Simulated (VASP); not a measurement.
**In: single point with PBE**

The system is In.

```
CELL_PARAMETERS angstrom
-1.60417 1.60417 2.44051
1.60417 -1.60417 2.44051
1.60417 1.60417 -2.44051
ATOMIC_POSITIONS crystal
In 0.00000 0.00000 0.00000
```

This cell differs from its parent crystal: volume scaled by 0.96.

```
Program             : VASP 6.6.1
Task                : single point
Functional          : PBE
Potentials or basis : VASP PAW PBE potentials, release 64 (In_d)
Cutoff              : 520 eV
k mesh              : 14 × 14 × 14
Occupations         : fermi-dirac, width 0.05 eV
Spin                : no spin polarisation
```

```yaml
Pressure: 3.9 GPa
```

Stress tensor (GPa, compression positive):
```
3.83 0.00 0.00
0.00 3.83 0.00
0.00 0.00 4.19
```

Levels at points of the mesh, in eV from the Fermi level:
```
           k point  band 4  band 5  band 6  band 7  band 8  band 9
(0.00, 0.00, 0.00)  -14.60  -14.49   -9.88   10.86   10.86   11.05
(0.50, 0.00, 0.00)  -14.39  -14.35   -4.37   -3.60    7.73    9.42
(0.50, 0.50, 0.00)  -14.37  -14.27   -2.13   -1.60    3.56    3.98
(0.50, 0.50, 0.50)  -14.34  -14.34   -2.93   -2.87    4.79    4.79
```

Wall time 56 s on 1 thread of Intel Xeon 6975P-C (shared host), peak memory 0.21 GiB.

Caveat: spin-orbit coupling is left out, which moves the levels of the heavy elements.
